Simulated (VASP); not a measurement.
# BaH4 (R-3m) in VASP: notebook, part 3 of 3

VASP 6.6.1. The steps go on from the part before.

## 6. Single point, revPBE

Contents of INCAR:

```
SYSTEM = BaH4
PREC     = Accurate       ! precision mode
ENCUT    = 520            ! plane-wave cutoff, eV
EDIFF    = 1E-7           ! SCF threshold, eV
ISMEAR   = -1             ! smearing method
SIGMA    = 0.05           ! smearing width, eV
LREAL    = .FALSE.        ! projectors in reciprocal space
LASPH    = .TRUE.         ! aspherical terms in the spheres
NELM     = 80             ! most SCF steps
ALGO     = Normal         ! electronic algorithm
ISIF     = 2              ! what is computed and relaxed
LWAVE    = .FALSE.        ! write WAVECAR
LCHARG   = .TRUE.         ! write CHGCAR
GGA      = RE             ! functional
LELF     = .TRUE.         ! ELF
LVHAR    = .TRUE.       
NBANDS   = 15             ! bands
```

Contents of KPOINTS:

```
regular mesh
0
G
  5 5 5
  0 0 0
```

Contents of POSCAR:

```
BaH4
1.0
    2.2908200000      1.3226000000      3.5362500000
   -2.2908200000      1.3226000000      3.5362500000
    0.0000000000     -2.6452100000      3.5362500000
Ba H
1 4
Direct
    0.0000000000      0.0000000000      0.0000000000
    0.7408700000      0.7408700000      0.7408700000
    0.2591300000      0.2591300000      0.2591300000
    0.4636900000      0.4636900000      0.4636900000
    0.5363100000      0.5363100000      0.5363100000
```

Potentials or basis: VASP PAW PBE potentials, release 64 (Ba_sv, H).

On the command line:

```console
$ cat potpaw_PBE.64/Ba_sv/POTCAR potpaw_PBE.64/H/POTCAR > POTCAR
$ mpirun -np 1 vasp_std > vasp.out
```

OUTCAR:

```text
SYSTEM = BaH4
   PREC = Accurate
   ENCUT = 520
   EDIFF = 1E-7
   ISMEAR = -1
   LREAL = .FALSE.
   LASPH = .TRUE.
   NELM = 80
   ISIF = 2
   GGA = RE

 ion  position               nearest neighbor table
   1  0.000  0.000  0.000-   2 2.75   3 2.75   2 2.76   3 2.76   2 2.76   2 2.76   3 2.76   3 2.76

   2  0.741  0.741  0.741-   1 2.75   1 2.76   1 2.76   1 2.76
   3  0.259  0.259  0.259-   1 2.75   1 2.76   1 2.76   1 2.76
   4  0.464  0.464  0.464-   5 0.77
   5  0.536  0.536  0.536-   4 0.77

  LATTYP: Found a trigonal (rhomboedric) cell.
 ALAT       =     4.4161285188
 COS(alpha) =     0.4618188031

  Lattice vectors:

 A1 = (   2.2908200000,   1.3226000000,   3.5362500000)
 A2 = (  -2.2908200000,   1.3226000000,   3.5362500000)
 A3 = (   0.0000000000,  -2.6452100000,   3.5362500000)

Analysis of symmetry for initial positions (statically):
=====================================================================
 Subroutine PRICEL returns:
 Original cell was already a primitive cell.

 Routine SETGRP: Setting up the symmetry group for a
 trigonal (rhombohedral) supercell.

 Subroutine GETGRP returns: Found 12 space group operations
 (whereof 12 operations were pure point group operations)
 out of a pool of 12 trial point group operations.

The static configuration has the point symmetry D_3d.

Analysis of symmetry for dynamics (positions and initial velocities):
=====================================================================
 Subroutine PRICEL returns:
 Original cell was already a primitive cell.

 Routine SETGRP: Setting up the symmetry group for a
 trigonal (rhombohedral) supercell.

 Subroutine GETGRP returns: Found 12 space group operations
 (whereof 12 operations were pure point group operations)
 out of a pool of 12 trial point group operations.

The dynamic configuration has the point symmetry D_3d.

 Subroutine INISYM returns: Found 12 space group operations
[... 128 lines left out ...]
 non-spin polarized calculation
  energy-cutoff  :      520.00
  volume of cell :       64.29
 maximum number of plane-waves:      1753
 NGX is ok and might be reduce to    36
   NGX = 17   NGY = 17   NGZ = 17

 number of electron      14.0000000 magnetization

 Free energy of the ion-electron system (eV)
  ---------------------------------------------------
  ext. energy  EPLUGINS =         0.00000000
  ---------------------------------------------------
  free energy    TOTEN  =       -16.63967289 eV

  energy without entropy =      -16.63967289  energy(sigma->0) =      -16.63967289

 E-fermi :   1.5794     XC(G=0):  -8.2637

 val. band max:        0.5782532912   @ k =   0.0000   0.0000   0.0000
 cond. band min:       3.2832647286   @ k =   0.4000  -0.0000  -0.0000
 fundamental gap:      2.7050114374
 Fermi energy:         1.5793903695

 k-point     1 :       0.0000    0.0000    0.0000
  band No.  band energies     occupation
      1     -26.2309      2.00000
      2     -11.2362      2.00000
      3     -11.2362      2.00000
      4     -11.2147      2.00000
      5      -7.0675      2.00000
      6      -1.0436      2.00000
      7       0.5783      2.00000
      8       3.8280      0.00000
      9       3.8280      0.00000
     10       4.2503      0.00000
     11       5.8077      0.00000
     12       5.8077      0.00000
     13       6.3093      0.00000
     14       8.8731      0.00000
[... 311 lines left out ...]
      2     -11.7708      2.00000
      3     -11.4473      2.00000
      4     -11.3326      2.00000
      5      -6.3337      2.00000
      6      -1.8650      2.00000
      7      -0.3557      2.00000
      8       3.9439      0.00000
      9       4.4442      0.00000
     10       6.0390      0.00000
     11       6.4649      0.00000
     12       7.7083      0.00000
     13       9.1444      0.00000
     14       9.5195      0.00000
     15      10.8269      0.00000

------------------------ aborting loop because EDIFF is reached ----------------------------------------

  FORCE on cell =-STRESS in cart. coord.  units (eV):
  Direction    XX          YY          ZZ          XY          YZ          ZX
  --------------------------------------------------------------------------------------
  -------------------------------------------------------------------------------------
  Total        0.6717112      0.6717090      0.4731080      0.0000000     -0.0000004      0.0000000
  in kB       16.7408850     16.7408290     11.7911468      0.0000000     -0.0000111      0.0000000
  external PRESSURE =      15.0909536 kB  Pullay stress =       0.0000000 kB

 VOLUME and BASIS-vectors are now :
 -----------------------------------------------------------------------------
  energy-cutoff  :      520.00
  volume of cell :       64.29
      direct lattice vectors                 reciprocal lattice vectors
     2.290820000  1.322600000  3.536250000     0.218262456  0.126014098  0.094261931
    -2.290820000  1.322600000  3.536250000    -0.218262456  0.126014098  0.094261931
     0.000000000 -2.645210000  3.536250000     0.000000000 -0.252028197  0.094261575

 POSITION                                       TOTAL-FORCE (eV/Angst)
 -----------------------------------------------------------------------------------
      0.00000      0.00000      0.00000         0.000000      0.000000     -0.000000
      0.00000     -0.00001      7.85970        -0.000000     -0.000000      0.002237
      0.00000     -0.00000      2.74905        -0.000000      0.000000     -0.002237
      0.00000     -0.00000      4.91917        -0.000000     -0.000000      0.226098
      0.00000     -0.00001      5.68958        -0.000000      0.000000     -0.226098
 -----------------------------------------------------------------------------------
    total drift:                               -0.000000      0.000000      0.000000

  FREE ENERGIE OF THE ION-ELECTRON SYSTEM (eV)
  ---------------------------------------------------
  free  energy   TOTEN  =       -16.6396728885 eV

  energy  without entropy=      -16.6396728885  energy(sigma->0) =      -16.63967289
```

stdout:

```text
POSCAR found type information on POSCAR BaH
 POSCAR found :  2 types and       5 ions
 scaLAPACK will be used
 -----------------------------------------------------------------------------
|                                                                             |
|                                                                             |
|     You enforced a specific xc type in the INCAR file but a different       |
|     I HOPE YOU KNOW WHAT YOU ARE DOING!                                     |
|                                                                             |
 -----------------------------------------------------------------------------

 LDA part: xc-table for (Slater+PW92), standard interpolation
 POSCAR, INCAR and KPOINTS ok, starting setup
 FFT: planning ... GRIDC
 FFT: planning ... GRID_SOFT
 FFT: planning ... GRID
 WAVECAR not read
 entering main loop
```

Run time: 31 s. Hardware: 1 thread of Intel Xeon Platinum 8259CL at 2.50GHz (Skylake/Cascade Lake), shared host; peak memory 0.2 GiB.

What came out:

| Item | Value |
| --- | --- |
| Free energy | -16.6397 eV |
| Pressure | 1.5 GPa |
| Largest force | 0.226 eV/Å |
| Band gap on the k mesh | 2.71 eV, indirect (least direct gap 3.21 eV) |

Forces on the atoms (eV/Å):
```
Ba   0.000  0.000  0.000
H    0.000  0.000  0.002
H    0.000  0.000 -0.002
H    0.000  0.000  0.226
H    0.000  0.000 -0.226
```

Levels at points of the mesh, in eV from the valence-band top:
| k point | band 5 | band 6 | band 7 | band 8 | band 9 | band 10 |
| --- | --- | --- | --- | --- | --- | --- |
| (0.00, 0.00, 0.00) | -7.65 | -1.62 | 0.00 | 3.25 | 3.25 | 3.67 |

Caveat: the PAW data sets were made with another functional, which shifts forces and pressure a little; spin-orbit coupling is left out, which moves the levels of the heavy elements. A k mesh can miss the band edges.

## 7. Overview

```csv
level,potentials or basis,gap on the mesh (eV),pressure (GPa),largest force (eV/Å)
LDA,"VASP PAW LDA potentials, release 64 (Ba_sv, H)",2.27,-2.3,0.77
PBE,"VASP PAW PBE potentials, release 64 (Ba_sv, H)",2.59,0.4,0.02
PBEsol,"VASP PAW PBE potentials, release 64 (Ba_sv, H)",2.39,-1.2,0.46
RPBE,"VASP PAW PBE potentials, release 64 (Ba_sv, H)",2.74,1.9,0.30
revPBE,"VASP PAW PBE potentials, release 64 (Ba_sv, H)",2.71,1.5,0.23
```

Alike in all rows: task single point; no spin polarisation; cell as given; k mesh 5 × 5 × 5; cutoff (eV) 520; smearing fermi-dirac 0.05 eV.

Caveats: spin-orbit coupling is left out, which moves the levels of the heavy elements; the PAW data sets were made with another functional, which shifts forces and pressure a little (some runs).

Total energies depend on the potentials used, so only differences within one code and one set of settings carry meaning.
